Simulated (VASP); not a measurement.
Zn7S8 (a cell with a defect): single point with PBE

Zn7S8 (a cell with a defect):

```
CELL_PARAMETERS angstrom
5.76931 -3.33091 0.00000
1.92310 -1.11030 -9.44929
7.69241 6.66182 0.00000
ATOMIC_POSITIONS crystal
S 0.02398 0.98875 0.00020
S 0.09764 0.75980 0.00038
S 0.48660 0.74669 0.20183
S 0.88708 0.75254 0.40350
S 0.29037 0.75249 0.59741
S 0.68845 0.74676 0.79925
S 0.52555 0.41236 0.00048
S 0.92505 0.41974 0.20136
S 0.32630 0.41640 0.40220
S 0.72793 0.41649 0.59887
S 0.12607 0.41970 0.79967
S 0.29818 0.07031 0.00036
S 0.68439 0.08903 0.21443
S 0.10054 0.08707 0.39807
S 0.49852 0.08698 0.60287
S 0.89900 0.08904 0.78632
Zn 0.39669 0.99062 0.21333
Zn 0.79583 0.00010 0.40716
Zn 0.20305 0.00008 0.59346
Zn 0.60977 0.99075 0.78776
Zn 0.20830 0.35024 0.00056
Zn 0.61705 0.33936 0.20312
Zn 0.02328 0.33548 0.40102
Zn 0.42391 0.33536 0.59998
Zn 0.81960 0.33959 0.79792
Zn 0.47112 0.65908 0.00041
Zn 0.83421 0.66640 0.21592
Zn 0.24546 0.66352 0.40252
Zn 0.64777 0.66365 0.59862
Zn 0.05025 0.66648 0.78525
```

| Quantity | Value |
| --- | --- |
| Program | VASP 6.6.1 |
| Task | single point |
| Functional | PBE |
| Potentials or basis | VASP PAW PBE potentials, release 64 (S, Zn) |
| Cutoff | 520 eV |
| k mesh | 2 × 2 × 2 |
| Occupations | gaussian, width 0.01 eV |
| Spin | no spin polarisation |
| Dipole correction | no |
| Charge | 2 |
| Further INCAR settings | LREAL = Auto; ALGO = Normal; EDIFF = 1e-06; NBANDS = 153; NELECT = 262.0 |

| Property | Result |
| --- | --- |
| Largest force | 0.101 eV/Å |

Forces on the atoms (eV/Å):
```
S    0.077 -0.040  0.047
S   -0.008  0.006 -0.081
S   -0.003 -0.004 -0.004
S    0.003 -0.006 -0.002
S    0.004 -0.002 -0.005
S   -0.005  0.004 -0.002
S    0.004  0.001 -0.001
S   -0.002 -0.001  0.006
S   -0.002  0.000 -0.003
S   -0.001 -0.002 -0.001
S    0.001  0.002  0.002
S   -0.086  0.050  0.014
S    0.006 -0.005 -0.003
S   -0.004 -0.007  0.004
S    0.000  0.008  0.002
S    0.009  0.004 -0.007
Zn   0.007  0.002 -0.002
Zn  -0.001  0.006 -0.006
Zn  -0.008  0.001 -0.003
Zn   0.001 -0.011  0.004
Zn   0.002 -0.004  0.006
Zn  -0.005  0.000  0.000
Zn   0.000  0.001 -0.003
Zn   0.000  0.004 -0.006
Zn   0.001 -0.001  0.005
Zn   0.005 -0.003  0.011
Zn   0.007  0.003  0.005
Zn   0.008  0.006  0.007
Zn  -0.005 -0.005  0.008
Zn  -0.004 -0.006  0.010
```

Levels at points of the mesh, in eV from the Fermi level:
```csv
k point,band 128,band 129,band 130,band 131,band 132,band 133,band 134,band 135
"(0.00, 0.00, 0.00)",-0.53,-0.17,-0.15,-0.11,0.52,1.44,1.97,2.30
"(0.50, 0.00, 0.00)",-0.83,-0.77,-0.70,-0.33,0.43,1.48,1.93,3.45
"(0.50, 0.00, 0.50)",-0.83,-0.77,-0.70,-0.33,0.43,1.48,1.93,3.45
"(0.00, 0.50, 0.00)",-0.47,-0.40,-0.35,-0.23,0.57,1.41,1.92,3.10
"(0.50, 0.50, 0.00)",-0.87,-0.85,-0.74,-0.34,0.40,1.44,1.93,3.39
"(0.50, 0.50, 0.50)",-0.87,-0.85,-0.74,-0.34,0.40,1.44,1.93,3.39
"(0.00, 0.00, 0.50)",-0.62,-0.41,-0.22,-0.20,0.59,1.39,2.02,3.25
"(0.00, 0.50, 0.50)",-0.71,-0.70,-0.50,-0.27,0.55,1.37,2.00,3.53
```

Run time: 21 min on 1 thread of Intel(R) Xeon(R) Platinum 8488C (Sapphire Rapids) (shared host), peak memory 0.85 GiB.

Caveat: the k points lie up to 0.51 Å⁻¹ apart; the cell carries a net charge on a neutralising background, which shifts energy and pressure; the cell is charged against a uniform background, so pressure and absolute levels hang on convention.
